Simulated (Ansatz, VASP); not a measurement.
Two plane-wave programs on C

The input INCAR:

```
SYSTEM = C
ALGO     = Normal         ! electronic algorithm
DIPOL    = 0.5 0.5 0.360
EDIFF    = 1E-7           ! SCF threshold, eV
ENCUT    = 520            ! plane-wave cutoff, eV
GGA      = PE             ! functional
IDIPOL   = 3            
ISIF     = 2              ! what is computed and relaxed
ISMEAR   = 0              ! smearing method
IVDW     = 12             ! dispersion correction
LASPH    = .True.         ! aspherical terms in the spheres
LCHARG   = .True.         ! write CHGCAR
LDIPOL   = .True.       
LELF     = .True.         ! ELF
LREAL    = .False.        ! projectors in reciprocal space
LVACPOTAV= .True.       
LVHAR    = .True.       
LWAVE    = .False.        ! write WAVECAR
NBANDS   = 16             ! bands
NELM     = 100            ! most SCF steps
PREC     = Accurate       ! precision mode
SIGMA    = 0.1            ! smearing width, eV
```

KPOINTS

```
k-points
0
Gamma
  15 15 1
  0 0 0
```

Contents of POSCAR:

```
C
1.0
    2.4656524409      0.0000000000      0.0000000000
   -1.2328262205      2.1353176508      0.0000000000
    0.0000000000      0.0000000000     17.5000663883
C
4
Direct
    0.6666666667      0.3333333333      0.2571437784
    0.3333333333      0.6666666667      0.2571418816
    0.6666666667      0.5000000000      0.4634306070
    1.0000000000      0.1666666667      0.4634287102
```

Input for Ansatz:

```yaml
crystal:
  lattice:
    - [2.4656524409, 0.0, 0.0]
    - [-1.2328262205, 2.1353176508, 0.0]
    - [0.0, 0.0, 17.5000663883]
  atoms:
    - { symbol: C, position: [0.6666666667, 0.3333333333, 0.2571437784] }
    - { symbol: C, position: [0.3333333333, 0.6666666667, 0.2571418816] }
    - { symbol: C, position: [0.6666666667, 0.5, 0.463430607] }
    - { symbol: C, position: [1.0, 0.1666666667, 0.4634287102] }
basis:
  ecutwfc: 420
kpoints:
  mp_grid: { grid: [15, 15, 1] }
hamiltonian:
  xc: pbe
  pseudopotentials: { kind: paw, azcp: { folder: soft_1 } }
  dispersion: d3bj
scf:
  occupations: { method: gaussian, width: 0.1 }
output:
  forces: true
  eigenvalues: true
efield:
  axis: 3
  dipole_correction: true
  ramp_width: 0.04
```

Alike in both runs: task single point; functional PBE; dispersion D3(BJ); k mesh 15 × 15 × 1; occupations gaussian, width 0.1 eV; no spin polarisation.

|  | VASP | Ansatz |
| --- | --- | --- |
| version | VASP 6.6.1 | Ansatz 0.2.0 |
| potentials or method | VASP PAW PBE potentials, release 64 (C), cutoff 520 eV | scalar-relativistic, plane waves, PAW |
| valence electrons in the cell | 16 | 16 |

```csv
,VASP,Ansatz,Ansatz less VASP
gap on the k mesh at the Fermi level (eV),0.14,0.14,0.000
least direct gap on the mesh (eV),0.14,0.14,0.000
rms of the force components (eV/Å),0.012,0.012,0.0000
```

Atom by atom the forces differ by 0.000 eV/Å (rms over components).
